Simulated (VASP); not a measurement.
# Sn (P6_3/mmc) in VASP: single point with r2SCAN+rVV10

Aim: the single point of Sn with r2SCAN+rVV10.

Program: VASP 6.6.1. These are calculated values, not measurements. Logs are shortened: lines on timing, memory, paths and dates and some standing lists are left out, and cuts for length are marked.

### 1 The cell of the first run

Symmetry: P6_3/mmc, No. 194, hexagonal system. The conventional cell has a = 4.619 Å, b = 4.619 Å, c = 15.097 Å, α = 90.00°, β = 90.00°, γ = 120.00°. Sn (site symmetry 3m) has 4 Sn at 2.82 to 2.83 Å within 3.7 Å. Within 3.7 Å of Sn (site symmetry 3m) lie 4 Sn at 2.83 to 2.84 Å.

This isn't the form of Sn at room conditions, which is tetragonal (white tin).

### 2 Single point, r2SCAN+rVV10

POSCAR

```
Sn
1.0
    4.6190401871      0.0000000000      0.0000000000
   -2.3095200936      4.0002061431      0.0000000000
    0.0000000000      0.0000000000     15.0967680588
Sn
8
Direct
    0.0000000000      0.0000000000      0.0002611984
    0.3333333333      0.6666666667      0.2495752740
    0.0000000000      0.0000000000      0.5002611984
    0.6666666667      0.3333333333      0.7495752740
    0.0000000000      0.0000000000      0.1872388016
    0.3333333333      0.6666666667      0.4379247260
    0.0000000000      0.0000000000      0.6872388016
    0.6666666667      0.3333333333      0.9379247260
```

INCAR.step1

```
  PREC = Accurate
  ENCUT = 550
  ISMEAR = -1
  SIGMA = 0.03
  LREAL = F
  LASPH = T
  NELM = 120
  NBANDS = 66
  GGA = PE
  ALGO = Normal
  EDIFF = 1E-5
  LWAVE = T
  LCHARG = F
  GGA_COMPAT = F
```

INCAR.step2

```
  PREC = Accurate
  ENCUT = 550
  EDIFF = 1E-6
  ISMEAR = -1
  SIGMA = 0.03
  LREAL = F
  LASPH = T
  NELM = 120
  ALGO = Normal
  ISIF = 2
  LWAVE = F
  LCHARG = T
  METAGGA = R2SCAN
  LMIXTAU = T
  LUSE_VDW = T
  IVDW_NL = 2
  BPARAM = 11.95
  CPARAM = 0.0093
  LELF = T
  LVHAR = T
  NBANDS = 66
  ISTART = 1
  GGA_COMPAT = F
```

KPOINTS

```
regular mesh
0
Gamma
  6 6 2
```

Potentials or basis: VASP PAW PBE potentials, release 64 (Sn_d).

On the command line:

```sh
cat potpaw_PBE.64/Sn_d/POTCAR > POTCAR
cp INCAR.step1 INCAR
mpirun -np 1 vasp_std > vasp.out
cp INCAR.step2 INCAR
mpirun -np 1 vasp_std > vasp.out
```

OUTCAR:

```text
PREC = Accurate
   ENCUT = 550
   EDIFF = 1E-6
   ISMEAR = -1
   LREAL = F
   LASPH = T
   NELM = 120
   ISIF = 2
   METAGGA = R2SCAN
   IVDW_NL = 2
   BPARAM = 11.95
   ISTART = 1

 ion  position               nearest neighbor table
   1  0.000  0.000  0.000-   5 2.82   8 2.83   8 2.83   8 2.83
   2  0.333  0.667  0.250-   5 2.83   5 2.83   5 2.83   6 2.84
   3  0.000  0.000  0.500-   7 2.82   6 2.83   6 2.83   6 2.83
   4  0.667  0.333  0.750-   7 2.83   7 2.83   7 2.83   8 2.84
   5  0.000  0.000  0.187-   1 2.82   2 2.83   2 2.83   2 2.83
   6  0.333  0.667  0.438-   3 2.83   3 2.83   3 2.83   2 2.84
   7  0.000  0.000  0.687-   3 2.82   4 2.83   4 2.83   4 2.83
   8  0.667  0.333  0.938-   1 2.83   1 2.83   1 2.83   4 2.84

  LATTYP: Found a hexagonal cell.
 ALAT       =     4.6190401871
 C/A-ratio  =     3.2683777251

  Lattice vectors:

 A1 = (   4.6190401871,   0.0000000000,   0.0000000000)
 A2 = (  -2.3095200936,   4.0002061431,   0.0000000000)
 A3 = (   0.0000000000,   0.0000000000,  15.0967680588)

Analysis of symmetry for initial positions (statically):
=====================================================================
 Subroutine PRICEL returns:
 Original cell was already a primitive cell.

 Routine SETGRP: Setting up the symmetry group for a
 hexagonal supercell.

 Subroutine GETGRP returns: Found 24 space group operations
 (whereof  6 operations were pure point group operations)
 out of a pool of 24 trial point group operations.

The static configuration has the point symmetry C_3v.
 The point group associated with its full space group is D_6h.

Analysis of symmetry for dynamics (positions and initial velocities):
=====================================================================
 Subroutine PRICEL returns:
 Original cell was already a primitive cell.

 Routine SETGRP: Setting up the symmetry group for a
 hexagonal supercell.

 Subroutine GETGRP returns: Found 24 space group operations
 (whereof  6 operations were pure point group operations)
 out of a pool of 24 trial point group operations.

The dynamic configuration has the point symmetry C_3v.
 The point group associated with its full space group is D_6h.

 Subroutine INISYM returns: Found 24 space group operations
 (whereof  6 operations are pure point group operations),
 and found     1 'primitive' translations

----------------------------------------------------------------------------------------

                                     Primitive cell

  volume of cell :     278.9447

  direct lattice vectors                    reciprocal lattice vectors
     4.619040187  0.000000000  0.000000000     0.216495194  0.124993558  0.000000000
    -2.309520094  4.000206143  0.000000000     0.000000000  0.249987117  0.000000000
     0.000000000  0.000000000 15.096768059     0.000000000  0.000000000  0.066239343

  length of vectors
     4.619040187  4.619040187 15.096768059     0.249987117  0.249987117  0.066239343

  position of ions in fractional coordinates (direct lattice)
     0.000000000  0.000000000  0.000261198
     0.333333333  0.666666667  0.249575274
     0.000000000  0.000000000  0.500261198
     0.666666667  0.333333333  0.749575274
     0.000000000  0.000000000  0.187238802
     0.333333333  0.666666667  0.437924726
     0.000000000  0.000000000  0.687238802
     0.666666667  0.333333333  0.937924726

  ion indices of the primitive-cell ions
   primitive index   ion index
                 1           1
                 2           2
                 3           3
                 4           4
                 5           5
                 6           6
                 7           7
                 8           8

----------------------------------------------------------------------------------------

 KPOINTS: regular mesh

Automatic generation of k-mesh.
 Grid dimensions read from file:
 generate k-points for:    6    6    2

 Generating k-lattice:

  Cartesian coordinates                     Fractional coordinates (reciprocal lattice)
     0.036082532  0.020832260  0.000000000     0.166666667  0.000000000  0.000000000
     0.000000000  0.041664519  0.000000000     0.000000000  0.166666667  0.000000000
     0.000000000  0.000000000  0.033119672     0.000000000  0.000000000  0.500000000

  Length of vectors
     0.041664519  0.041664519  0.033119672

  Shift w.r.t. Gamma in fractional coordinates (k-lattice)
     0.000000000  0.000000000  0.000000000

 Subroutine IBZKPT returns following result:
 ===========================================

 Found     14 irreducible k-points:

 Following reciprocal coordinates:
            Coordinates               Weight
  0.000000  0.000000  0.000000      1.000000
  0.166667  0.000000  0.000000      6.000000
  0.333333  0.000000  0.000000      6.000000
  0.500000  0.000000  0.000000      3.000000
  0.166667  0.166667  0.000000      6.000000
  0.333333  0.166667  0.000000     12.000000
  0.333333  0.333333  0.000000      2.000000
  0.000000  0.000000  0.500000      1.000000
  0.166667  0.000000  0.500000      6.000000
  0.333333  0.000000  0.500000      6.000000
  0.500000  0.000000  0.500000      3.000000
  0.166667  0.166667  0.500000      6.000000
  0.333333  0.166667  0.500000     12.000000
  0.333333  0.333333  0.500000      2.000000
   k-points           NKPTS =     14   k-points in BZ     NKDIM =     14   number of bands    NBANDS=     66
   number of dos      NEDOS =    301   number of ions     NIONS =      8
   total plane-waves  NPLWV = 155520
   dimension x,y,z NGX =    36 NGY =   36 NGZ =  120
   dimension x,y,z NGXF=    72 NGYF=   72 NGZF=  240
   ions per type =               8
   NGX,Y,Z   is equivalent  to a cutoff of  12.96, 12.96, 13.21 a.u.
   NGXF,Y,Z  is equivalent  to a cutoff of  25.91, 25.91, 26.43 a.u.
 SYSTEM =  unknown system
   PREC   = accura    normal or accurate (medium, high low for compatibility)
   ISTART =      1    job   : 0-new  1-cont  2-samecut
   ICHARG =      0    charge: 1-file 2-atom 10-const
   ISPIN  =      1    spin polarized calculation?
   LNONCOLLINEAR =      F non collinear calculations
   LSORBIT =      F    spin-orbit coupling
   LASPH  =      T    aspherical Exc in radial PAW
   ENCUT  =  550.0 eV  40.42 Ry    6.36 a.u.   8.83  8.83 28.87*2*pi/ulx,y,z
   NELM   =    120;   NELMIN=  2; NELMDL=  0     # of ELM steps
   EDIFF  = 0.1E-05   stopping-criterion for ELM
   LREAL  =      F    real-space projection
[... 7 lines left out ...]
   TEBEG  =    0.0;   TEEND  =   0.0 temperature during run
   PSTRESS=    0.0 pullay stress
   NELECT =     112.0000    total number of electrons
   NUPDOWN=      -1.0000    fix difference up-down
   EMIN   =  10.00;   EMAX   =-10.00  energy-range for DOS
   EFERMI =   0.00;   METHOD = LEGACY
   ISMEAR =    -1;   SIGMA  =   0.03  broadening in eV -4-tet -1-fermi 0-gaus
   EFERMI_NEDOS =   21; number of points for ismear=-14 and -15
   IALGO  =     38    algorithm
   IMIX   =      4    mixing-type and parameters
     AMIX     =   0.40;   BMIX     =  1.00
     AMIX_MAG =   1.60;   BMIX_MAG =  1.00
  volume/ion in A,a.u.               =      34.87       235.30
  Fermi-wavevector in a.u.,A,eV,Ry     =   1.207744  2.282305 19.846070  1.458645
  Thomas-Fermi vector in A             =   2.343372
   LORBIT       =      0    0 simple, 1 ext, 2 COOP (PROOUT), +10 PAW based schemes
   METAGGA = R2SCAN    functional components
   LHFCALC =     F    Hartree Fock is set to
   AEXX    =    0.0000 exact exchange contribution
   IVDW_NL    =     2    kernel type
   BPARAM     =11.9500
   IVDW    =     0    specifies the selected vdW correction
   LEPSILON=     F    determine dielectric tensor
   LRPA    =     F    only Hartree local field effects (RPA)
 non-spin polarized calculation
  energy-cutoff  :      550.00
  volume of cell :      278.94
 maximum number of plane-waves:      8242
 NGX is ok and might be reduce to    36
   NGX = 17   NGY = 17   NGZ = 57

 number of electron     112.0000012 magnetization

 Free energy of the ion-electron system (eV)
  ---------------------------------------------------
  ext. energy  EPLUGINS =         0.00000000
  ---------------------------------------------------
  free energy    TOTEN  =      -194.61166412 eV

  energy without entropy =     -194.60959374  energy(sigma->0) =     -194.61062893

 E-fermi :   5.3621     XC(G=0):  -9.5594

 val. band max:        5.2596649615   @ k =   0.0000   0.0000   0.0000
 cond. band min:       5.3726565665   @ k =   0.0000   0.0000   0.0000
 fundamental gap:      0.1129916050
 Fermi energy:         5.3621078863

 k-point     1 :       0.0000    0.0000    0.0000
  band No.  band energies     occupation
      1     -17.0433      2.00000
      2     -17.0433      2.00000
      3     -17.0299      2.00000
      4     -17.0299      2.00000
      5     -17.0225      2.00000
      6     -17.0225      2.00000
[... 58 lines left out ...]
     65       8.2147      0.00000
     66       8.6119      0.00000

 k-point     2 :       0.1667    0.0000    0.0000
  band No.  band energies     occupation
      1     -17.0657      2.00000
      2     -17.0510      2.00000
      3     -17.0396      2.00000
      4     -17.0384      2.00000
      5     -17.0373      2.00000
      6     -17.0307      2.00000
[... 58 lines left out ...]
     65       8.7543      0.00000
     66       9.0576      0.00000

 k-point     3 :       0.3333    0.0000    0.0000
  band No.  band energies     occupation
      1     -17.0797      2.00000
      2     -17.0584      2.00000
      3     -17.0498      2.00000
      4     -17.0483      2.00000
      5     -17.0464      2.00000
      6     -17.0424      2.00000
[... 748 lines left out ...]
     65       9.4901      0.00000
     66       9.4901      0.00000

 k-point    14 :       0.3333    0.3333    0.5000
  band No.  band energies     occupation
      1     -17.0810      2.00000
      2     -17.0810      2.00000
      3     -17.0693      2.00000
      4     -17.0693      2.00000
      5     -17.0644      2.00000
      6     -17.0644      2.00000
[... 58 lines left out ...]
     65      10.0137      0.00000
     66      10.0137      0.00000

------------------------ aborting loop because EDIFF is reached ----------------------------------------

  FORCE on cell =-STRESS in cart. coord.  units (eV):
  Direction    XX          YY          ZZ          XY          YZ          ZX
  --------------------------------------------------------------------------------------
  -------------------------------------------------------------------------------------
  Total        0.0751633      0.0751633      0.0451143     -0.0000000      0.0000000      0.0000000
  in kB        0.4317161      0.4317161      0.2591235     -0.0000000      0.0000000      0.0000000
  external PRESSURE =       0.3741852 kB  Pullay stress =       0.0000000 kB

 VOLUME and BASIS-vectors are now :
 -----------------------------------------------------------------------------
  energy-cutoff  :      550.00
  volume of cell :      278.94
      direct lattice vectors                 reciprocal lattice vectors
     4.619040187  0.000000000  0.000000000     0.216495194  0.124993558  0.000000000
    -2.309520094  4.000206143  0.000000000     0.000000000  0.249987117  0.000000000
     0.000000000  0.000000000 15.096768059     0.000000000  0.000000000  0.066239343

 POSITION                                       TOTAL-FORCE (eV/Angst)
 -----------------------------------------------------------------------------------
      0.00000      0.00000      0.00394         0.000000     -0.000000      0.003665
     -0.00000      2.66680      3.76778         0.000000     -0.000000      0.006891
      0.00000      0.00000      7.55233         0.000000     -0.000000      0.003665
      2.30952      1.33340     11.31616         0.000000      0.000000      0.006891
      0.00000      0.00000      2.82670        -0.000000      0.000000     -0.003665
     -0.00000      2.66680      6.61125        -0.000000      0.000000     -0.006891
      0.00000      0.00000     10.37508        -0.000000     -0.000000     -0.003665
      2.30952      1.33340     14.15963        -0.000000     -0.000000     -0.006891
 -----------------------------------------------------------------------------------
    total drift:                                0.000000     -0.000000     -0.000000

  FREE ENERGIE OF THE ION-ELECTRON SYSTEM (eV)
  ---------------------------------------------------
  free  energy   TOTEN  =      -194.6116641237 eV

  energy  without entropy=     -194.6095937418  energy(sigma->0) =     -194.61062893
```

It took 21 min on 1 thread of Intel Xeon Platinum 8488C (Sapphire Rapids), shared host; peak memory 1.1 GiB.

What came out:

```
Free energy   : -194.6117 eV
Pressure      : 0.0 GPa
Largest force : 0.007 eV/Å
```

Forces in eV/Å, atoms in the order of the input:
```
Sn   0.000  0.000  0.004
Sn   0.000  0.000  0.007
Sn   0.000  0.000  0.004
Sn   0.000  0.000  0.007
Sn   0.000  0.000 -0.004
Sn   0.000  0.000 -0.007
Sn   0.000  0.000 -0.004
Sn   0.000  0.000 -0.007
```

Caveat: the PAW data sets were made with another functional, which shifts forces and pressure a little; spin-orbit coupling is left out, which moves the levels of the heavy elements.
